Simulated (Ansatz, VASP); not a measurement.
**Al2O3: VASP beside Ansatz**

Contents of POSCAR:

```
Al2O3
1.0
    4.5826652752      0.0000000000      0.0000000000
    0.0000000000      9.7048878617      0.0000000000
    0.0000000000      0.0000000000      2.9954281823
Al O
4 6
Direct
    0.4149577251      0.3307998761      0.5000000000
    0.5850422749      0.6692001239      0.5000000000
    0.9149577251      0.1692001239      0.0000000000
    0.0850422749      0.8307998761      0.0000000000
    0.7326465181      0.2226010545      0.5000000000
    0.0000000000      0.0000000000      0.0000000000
    0.7673534819      0.7226010545      0.0000000000
    0.2326465181      0.2773989455      0.0000000000
    0.2673534819      0.7773989455      0.5000000000
    0.5000000000      0.5000000000      0.5000000000
```

The input INCAR.step1:

```
SYSTEM = Al2O3
PREC     = Accurate       ! precision mode
ENCUT    = 520            ! plane-wave cutoff, eV
ISMEAR   = 0              ! smearing method
SIGMA    = 0.05           ! smearing width, eV
LREAL    = .False.        ! projectors in reciprocal space
LASPH    = .True.         ! aspherical terms in the spheres
NELM     = 100            ! most SCF steps
NBANDS   = 35             ! bands
GGA      = PE             ! functional
ALGO     = Normal         ! electronic algorithm
EDIFF    = 1E-4           ! SCF threshold, eV
LWAVE    = .True.         ! write WAVECAR
LCHARG   = .False.        ! write CHGCAR
```

INCAR.step2

```
SYSTEM = Al2O3
PREC     = Accurate       ! precision mode
ENCUT    = 520            ! plane-wave cutoff, eV
EDIFF    = 1E-7           ! SCF threshold, eV
ISMEAR   = 0              ! smearing method
SIGMA    = 0.05           ! smearing width, eV
LREAL    = .False.        ! projectors in reciprocal space
LASPH    = .True.         ! aspherical terms in the spheres
NELM     = 100            ! most SCF steps
ALGO     = Normal         ! electronic algorithm
ISIF     = 2              ! what is computed and relaxed
LWAVE    = .False.        ! write WAVECAR
LCHARG   = .True.         ! write CHGCAR
METAGGA  = R2SCAN         ! meta-GGA
LMIXTAU  = .True.       
LELF     = .True.         ! ELF
LVHAR    = .True.       
NBANDS   = 35             ! bands
ISTART   = 1
```

File KPOINTS:

```
Automatic mesh
0
Gamma
  6 4 8
  0 0 0
```

Input for Ansatz:

```yaml
crystal:
  lattice:
    - [4.5826652752, 0.0, 0.0]
    - [0.0, 9.7048878617, 0.0]
    - [0.0, 0.0, 2.9954281823]
  atoms:
    - { symbol: Al, position: [0.4149577251, 0.3307998761, 0.5] }
    - { symbol: Al, position: [0.5850422749, 0.6692001239, 0.5] }
    - { symbol: Al, position: [0.9149577251, 0.1692001239, 0.0] }
    - { symbol: Al, position: [0.0850422749, 0.8307998761, 0.0] }
    - { symbol: O, position: [0.7326465181, 0.2226010545, 0.5] }
    - { symbol: O, position: [0.0, 0.0, 0.0] }
    - { symbol: O, position: [0.7673534819, 0.7226010545, 0.0] }
    - { symbol: O, position: [0.2326465181, 0.2773989455, 0.0] }
    - { symbol: O, position: [0.2673534819, 0.7773989455, 0.5] }
    - { symbol: O, position: [0.5, 0.5, 0.5] }
basis:
  ecutwfc: 500
kpoints:
  mp_grid: { grid: [6, 4, 8] }
hamiltonian:
  xc: r2scan
scf:
  occupations: { method: gaussian, width: 0.05 }
output:
  forces: true
  stress: true
  eigenvalues: true
```

Change from the starting cell: strain -0.0100 x Voigt [1, -1, 0, 0, 0, 0], atoms carried along.

Alike in both runs: task single point; functional r2SCAN; k mesh 6 × 4 × 8; occupations gaussian, width 0.05 eV; no spin polarisation.

|  | VASP | Ansatz |
| --- | --- | --- |
| version | VASP 6.6.1 | Ansatz 0.2.0 |
| potentials or method | VASP PAW PBE potentials, release 64 (Al, O), cutoff 520 eV | scalar-relativistic, plane waves, PAW |
| valence electrons in the cell | 48 | 48 |

VASP gave:

| Property | Result |
| --- | --- |
| gap on the k mesh at the Fermi level (eV) | 4.02 |
| least direct gap on the mesh (eV) | 4.02 |
| pressure (GPa) | -0.7 |
| traceless stress, the component that is largest in VASP (GPa) | -2.70 |
| rms of the force components (eV/Å) | 0.156 |

Q: Which values does Ansatz return?

A: gap on the k mesh at the Fermi level (eV): 4.02; least direct gap on the mesh (eV): 4.02; pressure (GPa): -0.6; traceless stress, the component that is largest in VASP (GPa): -2.95; rms of the force components (eV/Å): 0.173.

VASP's potentials were made for PBE, not for r2SCAN. Atom by atom the forces differ by 0.017 eV/Å (rms over components).
